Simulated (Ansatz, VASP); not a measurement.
## LuH2 in VASP and in Ansatz

```
Lu H
1.0
     0.00000    2.46513    2.46513
     2.46513    0.00000    2.46513
     2.46513    2.46513    0.00000
Lu H
1 2
Direct
  0.00000 0.00000 0.00000
  0.25000 0.25000 0.25000
  0.75000 0.75000 0.75000
```

Change from the starting cell: volume scaled by 0.94, crystal datasets.

Alike in both runs: task electric field gradients; functional LDA; k mesh 8 × 8 × 8; occupations fermi-dirac, width 0.02 eV; no spin polarisation.

|  | VASP | Ansatz |
| --- | --- | --- |
| version | VASP 6.6.1 | Ansatz 0.2.0 |
| potentials or method | VASP PAW PBE potentials, release 64 (Lu, H), cutoff 520 eV | all-electron PAW with datasets made for the crystal, scalar-relativistic |

Ansatz gave:

```
pressure (GPa) : -1.3
```

Problem. What did VASP give for the same quantities?

Solution. Pressure (GPa): -0.6.

VASP's potentials were made for PBE, not for LDA. LDA's correlation is that of Perdew and Zunger in VASP and of Perdew and Wang (1992) in Ansatz. Ansatz ran all-electron here, and VASP with PAW potentials.

Spin-orbit coupling is off throughout.
